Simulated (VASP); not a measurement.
# PtSe2 (Sudovikovite) (P-3m1) in VASP: a series of runs

The runs below take PtSe2 (Sudovikovite) through single point, relaxation of cell and atoms, with PBE, PBE+D3(BJ).

All numbers are computed with VASP 6.6.1; they aren't measurements. Logs are shortened: lines on timing, memory, paths and dates and some standing lists are left out, and cuts for length are marked.

## 1. The cell of the first run

Symmetry: P-3m1, No. 164, trigonal system. The conventional cell has a = 3.724 Å, b = 3.724 Å, c = 5.062 Å, α = 90.00°, β = 90.00°, γ = 120.00°. Pt (site symmetry -3m) has 6 Se at 2.49 Å within 3.3 Å. Within 3.3 Å of Se (site symmetry 3m) lie 3 Pt at 2.49 Å.

## 2. Single point, PBE

File INCAR:

```
SYSTEM = PtSe2
ALGO     = Normal         ! electronic algorithm
EDIFF    = 1E-7           ! SCF threshold, eV
ENCUT    = 520            ! plane-wave cutoff, eV
GGA      = PE             ! functional
ISIF     = 2              ! what is computed and relaxed
ISMEAR   = 0              ! smearing method
LASPH    = .True.         ! aspherical terms in the spheres
LCHARG   = .True.         ! write CHGCAR
LELF     = .True.         ! ELF
LREAL    = .False.        ! projectors in reciprocal space
LVHAR    = .True.       
LWAVE    = .False.        ! write WAVECAR
NBANDS   = 18             ! bands
NELM     = 100            ! most SCF steps
PREC     = Accurate       ! precision mode
SIGMA    = 0.014          ! smearing width, eV
```

File KPOINTS:

```
k-points
0
Gamma
  8 8 5
  0 0 0
```

File POSCAR:

```
PtSe2
1.0
    3.7240000000      0.0000000000      0.0000000000
   -1.8620000000      3.2250786037      0.0000000000
    0.0000000000      0.0000000000      5.0620000000
Pt Se
1 2
Direct
    0.0000000000      0.0000000000      0.0000000000
    0.6666666667      0.3333333333      0.7500000000
    0.3333333333      0.6666666667      0.2500000000
```

Potentials or basis: VASP PAW PBE potentials, release 64 (Pt, Se).

Launch:

```
$ cat potpaw_PBE.64/Pt/POTCAR potpaw_PBE.64/Se/POTCAR > POTCAR
$ mpirun -np 1 vasp_std > vasp.out
```

OUTCAR:

```text
SYSTEM = PtSe2
   EDIFF = 1E-7
   ENCUT = 520
   GGA = PE
   ISIF = 2
   ISMEAR = 0
   LASPH = .True.
   LREAL = .False.
   NELM = 100
   PREC = Accurate

 ion  position               nearest neighbor table
   1  0.000  0.000  0.000-   2 2.49   3 2.49   2 2.49   3 2.49   2 2.49   3 2.49
   2  0.667  0.333  0.750-   1 2.49   1 2.49   1 2.49
   3  0.333  0.667  0.250-   1 2.49   1 2.49   1 2.49

  LATTYP: Found a hexagonal cell.
 ALAT       =     3.7240000000
 C/A-ratio  =     1.3592910849

  Lattice vectors:

 A1 = (   3.7240000000,   0.0000000000,   0.0000000000)
 A2 = (  -1.8620000000,   3.2250786037,   0.0000000000)
 A3 = (   0.0000000000,   0.0000000000,   5.0620000000)

Analysis of symmetry for initial positions (statically):
=====================================================================
 Subroutine PRICEL returns:
 Original cell was already a primitive cell.

 Routine SETGRP: Setting up the symmetry group for a
 hexagonal supercell.

 Subroutine GETGRP returns: Found 12 space group operations
 (whereof 12 operations were pure point group operations)
 out of a pool of 24 trial point group operations.

The static configuration has the point symmetry D_3d.

Analysis of symmetry for dynamics (positions and initial velocities):
=====================================================================
 Subroutine PRICEL returns:
 Original cell was already a primitive cell.

 Routine SETGRP: Setting up the symmetry group for a
 hexagonal supercell.

 Subroutine GETGRP returns: Found 12 space group operations
 (whereof 12 operations were pure point group operations)
 out of a pool of 24 trial point group operations.

The dynamic configuration has the point symmetry D_3d.

 Subroutine INISYM returns: Found 12 space group operations
 (whereof 12 operations are pure point group operations),
 and found     1 'primitive' translations

----------------------------------------------------------------------------------------

                                     Primitive cell

  volume of cell :      60.7956

  direct lattice vectors                    reciprocal lattice vectors
     3.724000000  0.000000000  0.000000000     0.268528464  0.155034981  0.000000000
    -1.862000000  3.225078604  0.000000000     0.000000000  0.310069962  0.000000000
     0.000000000  0.000000000  5.062000000     0.000000000  0.000000000  0.197550375

  length of vectors
     3.724000000  3.724000000  5.062000000     0.310069962  0.310069962  0.197550375

  position of ions in fractional coordinates (direct lattice)
     0.000000000  0.000000000  0.000000000
     0.666666667  0.333333333  0.750000000
     0.333333333  0.666666667  0.250000000

  ion indices of the primitive-cell ions
   primitive index   ion index
                 1           1
                 2           2
                 3           3

----------------------------------------------------------------------------------------

 KPOINTS: k-points

Automatic generation of k-mesh.
 Grid dimensions read from file:
 generate k-points for:    8    8    5

 Generating k-lattice:

  Cartesian coordinates                     Fractional coordinates (reciprocal lattice)
     0.033566058  0.019379373  0.000000000     0.125000000  0.000000000  0.000000000
     0.000000000  0.038758745  0.000000000     0.000000000  0.125000000  0.000000000
     0.000000000  0.000000000  0.039510075     0.000000000  0.000000000  0.200000000

  Length of vectors
     0.038758745  0.038758745  0.039510075

  Shift w.r.t. Gamma in fractional coordinates (k-lattice)
     0.000000000  0.000000000  0.000000000

 Subroutine IBZKPT returns following result:
 ===========================================

 Found     40 irreducible k-points:

 Following reciprocal coordinates:
            Coordinates               Weight
  0.000000  0.000000  0.000000      1.000000
  0.125000 -0.000000  0.000000      6.000000
  0.250000 -0.000000  0.000000      6.000000
  0.375000  0.000000  0.000000      6.000000
  0.500000 -0.000000  0.000000      3.000000
  0.125000  0.125000  0.000000      6.000000
[... 16 lines left out ...]
 -0.125000  0.500000  0.200000     12.000000
  0.250000  0.250000  0.200000     12.000000
 [... further k-points ...]
   k-points           NKPTS =     40   k-points in BZ     NKDIM =     40   number of bands    NBANDS=     18
   number of dos      NEDOS =    301   number of ions     NIONS =      3
   total plane-waves  NPLWV =  31360
   dimension x,y,z NGX =    28 NGY =   28 NGZ =   40
   dimension x,y,z NGXF=    56 NGYF=   56 NGZF=   80
   ions per type =               1   2
   NGX,Y,Z   is equivalent  to a cutoff of  12.50, 12.50, 13.14 a.u.
   NGXF,Y,Z  is equivalent  to a cutoff of  25.00, 25.00, 26.27 a.u.
 SYSTEM =  PtSe2
   PREC   = accura    normal or accurate (medium, high low for compatibility)
   ISTART =      0    job   : 0-new  1-cont  2-samecut
   ICHARG =      2    charge: 1-file 2-atom 10-const
   ISPIN  =      1    spin polarized calculation?
   LNONCOLLINEAR =      F non collinear calculations
   LSORBIT =      F    spin-orbit coupling
   LASPH  =      T    aspherical Exc in radial PAW
   ENCUT  =  520.0 eV  38.22 Ry    6.18 a.u.   6.92  6.92  9.41*2*pi/ulx,y,z
   NELM   =    100;   NELMIN=  2; NELMDL= -5     # of ELM steps
   EDIFF  = 0.1E-06   stopping-criterion for ELM
   LREAL  =      F    real-space projection
   EDIFFG = 0.1E-05   stopping-criterion for IOM
   NSW    =      0    number of steps for IOM
   IBRION =     -1    ionic relax: 0-MD 1-quasi-New 2-CG
   NFREE  =      0    steps in history (QN), initial steepest desc. (CG)
   ISIF   =      2    stress and relaxation
   ISYM   =      2    0-nonsym 1-usesym 2-fastsym
   POTIM  = 0.5000    time-step for ionic-motion
   TEBEG  =    0.0;   TEEND  =   0.0 temperature during run
   PSTRESS=    0.0 pullay stress
   NELECT =      22.0000    total number of electrons
   NUPDOWN=      -1.0000    fix difference up-down
   EMIN   =  10.00;   EMAX   =-10.00  energy-range for DOS
   EFERMI =   0.00;   METHOD = LEGACY
   ISMEAR =     0;   SIGMA  =   0.01  broadening in eV -4-tet -1-fermi 0-gaus
   EFERMI_NEDOS =   21; number of points for ismear=-14 and -15
   IALGO  =     38    algorithm
   IMIX   =      4    mixing-type and parameters
     AMIX     =   0.40;   BMIX     =  1.00
     AMIX_MAG =   1.60;   BMIX_MAG =  1.00
  volume/ion in A,a.u.               =      20.27       136.76
  Fermi-wavevector in a.u.,A,eV,Ry     =   1.166608  2.204570 18.517184  1.360975
  Thomas-Fermi vector in A             =   2.303119
   LORBIT       =      0    0 simple, 1 ext, 2 COOP (PROOUT), +10 PAW based schemes
   GGA     = PE    functional components
   LHFCALC =     F    Hartree Fock is set to
   AEXX    =    0.0000 exact exchange contribution
   IVDW    =     0    specifies the selected vdW correction
   LEPSILON=     F    determine dielectric tensor
   LRPA    =     F    only Hartree local field effects (RPA)
 non-spin polarized calculation
 Gauss-broadening in eV      SIGMA  =   0.01
  energy-cutoff  :      520.00
  volume of cell :       60.80
 maximum number of plane-waves:      1654
   NGX = 13   NGY = 13   NGZ = 19

 number of electron      21.9999999 magnetization

 Free energy of the ion-electron system (eV)
  ---------------------------------------------------
  ext. energy  EPLUGINS =         0.00000000
  ---------------------------------------------------
  free energy    TOTEN  =       -14.18502476 eV

  energy without entropy =      -14.18490167  energy(sigma->0) =      -14.18496322

 E-fermi :   6.6381     XC(G=0): -10.6314

 val. band max:        6.5868250980   @ k =   0.0000   0.1250   0.2000
 cond. band min:       6.6517842424   @ k =   0.3750   0.2500   0.0000
 fundamental gap:      0.0649591445
 Fermi energy:         6.6380752545

 k-point     1 :       0.0000    0.0000    0.0000
  band No.  band energies     occupation
      1      -9.1762      2.00000
      2      -6.3506      2.00000
      3      -0.6623      2.00000
      4       0.0361      2.00000
      5       0.0361      2.00000
      6       2.4915      2.00000
[... 10 lines left out ...]
     17      13.8136      0.00000
     18      18.3488      0.00000

 k-point     2 :       0.1250   -0.0000    0.0000
  band No.  band energies     occupation
      1      -9.0015      2.00000
      2      -6.4291      2.00000
      3      -0.4565      2.00000
      4       0.1481      2.00000
      5       0.1634      2.00000
      6       2.2427      2.00000
[... 10 lines left out ...]
     17      14.3643      0.00000
     18      16.3189      0.00000

 k-point     3 :       0.2500   -0.0000    0.0000
  band No.  band energies     occupation
      1      -8.5190      2.00000
      2      -6.6295      2.00000
      3       0.0396      2.00000
      4       0.4192      2.00000
      5       0.5451      2.00000
      6       1.3048      2.00000
[... 10 lines left out ...]
     17      14.8099      0.00000
     18      14.8789      0.00000

 k-point     4 :       0.3750    0.0000    0.0000
  band No.  band energies     occupation
      1      -7.8706      2.00000
      2      -6.9011      2.00000
      3      -0.3183      2.00000
      4       0.6458      2.00000
      5       0.9080      2.00000
      6       1.4849      2.00000
[... 375 lines left out ...]
      4       0.5038      2.00000
      5       1.3463      2.00000
      6       1.3617      2.00000
[... 10 lines left out ...]
     17      15.5834      0.00000
     18      16.0920      0.00000

 k-point    23 :      -0.1250    0.5000    0.2000
  band No.  band energies     occupation
      1      -7.5286      2.00000
      2      -6.9859      2.00000
      3      -0.7455      2.00000
      4       0.3493      2.00000
      5       0.9137      2.00000
      6       2.0403      2.00000
[... 10 lines left out ...]
     17      15.7986      0.00000
     18      16.4471      0.00000

 k-point    24 :       0.2500    0.2500    0.2000
  band No.  band energies     occupation
      1      -7.5193      2.00000
      2      -7.0106      2.00000
      3      -0.2188      2.00000
      4       0.2580      2.00000
      5       0.7397      2.00000
      6       1.5329      2.00000
[... 10 lines left out ...]
     17      15.0011      0.00000
     18      15.5595      0.00000

 [... further k-points ...]

------------------------ aborting loop because EDIFF is reached ----------------------------------------

  FORCE on cell =-STRESS in cart. coord.  units (eV):
  Direction    XX          YY          ZZ          XY          YZ          ZX
  --------------------------------------------------------------------------------------
  -------------------------------------------------------------------------------------
  Total        2.9937144      2.9937144      2.3360218      0.0000000      0.0000000      0.0000000
  in kB       78.8948812     78.8948812     61.5623732      0.0000000      0.0000000      0.0000000
  external PRESSURE =      73.1173785 kB  Pullay stress =       0.0000000 kB

 VOLUME and BASIS-vectors are now :
 -----------------------------------------------------------------------------
  energy-cutoff  :      520.00
  volume of cell :       60.80
      direct lattice vectors                 reciprocal lattice vectors
     3.724000000  0.000000000  0.000000000     0.268528464  0.155034981  0.000000000
    -1.862000000  3.225078604  0.000000000     0.000000000  0.310069962  0.000000000
     0.000000000  0.000000000  5.062000000     0.000000000  0.000000000  0.197550375

 POSITION                                       TOTAL-FORCE (eV/Angst)
 -----------------------------------------------------------------------------------
      0.00000      0.00000      0.00000        -0.000000      0.000000      0.000000
      1.86200      1.07503      3.79650        -0.000000      0.000000     -0.575209
     -0.00000      2.15005      1.26550         0.000000     -0.000000      0.575209
 -----------------------------------------------------------------------------------
    total drift:                               -0.000000     -0.000000     -0.000000

  FREE ENERGIE OF THE ION-ELECTRON SYSTEM (eV)
  ---------------------------------------------------
  free  energy   TOTEN  =       -14.1850247601 eV

  energy  without entropy=      -14.1849016741  energy(sigma->0) =      -14.18496322
```

Run time: 22 s. Hardware: 1 thread of Intel Xeon 6975P-C (Granite Rapids), shared host; peak memory 0.19 GiB.

Results:

```yaml
Free_energy: -14.1850 eV
Pressure: 7.3 GPa
Largest_force: 0.575 eV/Å
Band_gap_on_the_k_mesh: zero (band 11 reaches 6.95 eV, above the bottom of band 12 at 6.65 eV)
```

Forces in eV/Å, atoms in the order of the input:
```
Pt   0.000  0.000  0.000
Se   0.000  0.000 -0.575
Se   0.000  0.000  0.575
```

Caveat: spin-orbit coupling is left out, which moves the levels of the heavy elements.

## 3. Single point, PBE

File INCAR:

```
  ALGO = Normal
  EDIFF = 1E-7
  ENCUT = 520
  GGA = PE
  ISIF = 2
  ISMEAR = 0
  LASPH = True
  LCHARG = False
  LREAL = False
  LWAVE = False
  NBANDS = 18
  NELM = 60
  PREC = Accurate
  SIGMA = 0.015
```

File KPOINTS:

```
k-points
0
Gamma
  8 8 5
```

POSCAR is that of step 2.

Potentials or basis: VASP PAW PBE potentials, release 64 (Pt, Se).

Launch:

```
$ cat potpaw_PBE.64/Pt/POTCAR potpaw_PBE.64/Se/POTCAR > POTCAR
$ mpirun -np 1 vasp_std > vasp.out
```

Wall time 21 s (1 thread of Intel Xeon 6975P-C (Granite Rapids), shared host); peak memory 0.2 GiB.

Results (log left out):

```
Free energy            : -14.1850 eV
Pressure               : 7.3 GPa
Largest force          : 0.575 eV/Å
Band gap on the k mesh : zero (band 11 reaches 6.95 eV, above the bottom of band 12 at 6.65 eV)
```

Forces in eV/Å, atoms in the order of the input:
```
Pt   0.000  0.000  0.000
Se   0.000  0.000 -0.575
Se   0.000  0.000  0.575
```

Stress tensor (GPa, compression positive):
```
7.89 0.00 0.00
0.00 7.89 0.00
0.00 0.00 6.16
```

Levels at points of the mesh, in eV from the Fermi level:
```tsv
k point	band 9	band 10	band 11	band 12	band 13	band 14
(0.00, 0.00, 0.00)	-1.17	-1.17	0.31	1.36	1.36	3.51
(0.50, 0.00, 0.00)	-3.63	-3.55	-3.09	0.56	2.25	4.68
```

Caveat: spin-orbit coupling is left out, which moves the levels of the heavy elements.

(Continued in part 2 of 2.)
